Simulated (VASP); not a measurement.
Set up this calculation in VASP 6.6.1, as the native input.

```
Task                   : single point
Functional             : PBEsol
Potentials or basis    : VASP PAW PBE potentials, release 64 (Si)
Cutoff                 : 500 eV
k mesh                 : 16 × 16 × 16
Occupations            : gaussian, width 0.1 eV
Spin                   : no spin polarisation
Dipole correction      : no
Further INCAR settings : ALGO = Normal; EDIFF = 1e-06; NBANDS = 8
```

The structure of Si lies in POSCAR:

```
Si
1.0
    0.0000000000      2.2165186267      2.2165186267
    2.2165186267      0.0000000000      2.2165186267
    2.2165186267      2.2165186267      0.0000000000
Si
1
Direct
    0.0000000000      0.0000000000      0.0000000000
```

This isn't the form of Si at room conditions, which is diamond.

This cell differs from its parent crystal: Pb replaced by Si, lengths x 0.856, strained.

These files were run (other wordings do the same):

INCAR

```
SYSTEM = Si
ALGO = Normal
EDIFF = 1E-6
ENCUT = 500
GGA = PS
GGA_COMPAT = .False.
ISIF = 2
ISMEAR = 0
LASPH = .True.
LCHARG = .False.
LREAL = .False.
LWAVE = .False.
NBANDS = 8
NELM = 120
PREC = Accurate
SIGMA = 0.1
```

KPOINTS

```
k-points
0
Gamma
  16 16 16
  0 0 0
```

Potentials or basis: VASP PAW PBE potentials, release 64 (Si).

Run with:

```sh
$ cat potpaw_PBE.64/Si/POTCAR > POTCAR
$ mpirun -np 1 vasp_std > vasp.out
```

It gave:

```json
{
 "Pressure": "-16.3 GPa",
 "Band gap on the k mesh": "zero (bands 2 and 3 overlap by 9.09 eV)"
}
```

Caveat: the cell differs from its parent crystal (Pb replaced by Si, lengths x 0.856, strained); the cell stands under tension; the PAW data sets were made with another functional, which shifts forces and pressure a little.

Run time: 18 s on 1 thread of Intel Xeon 8259CL, on a shared host, peak memory 0.14 GiB.
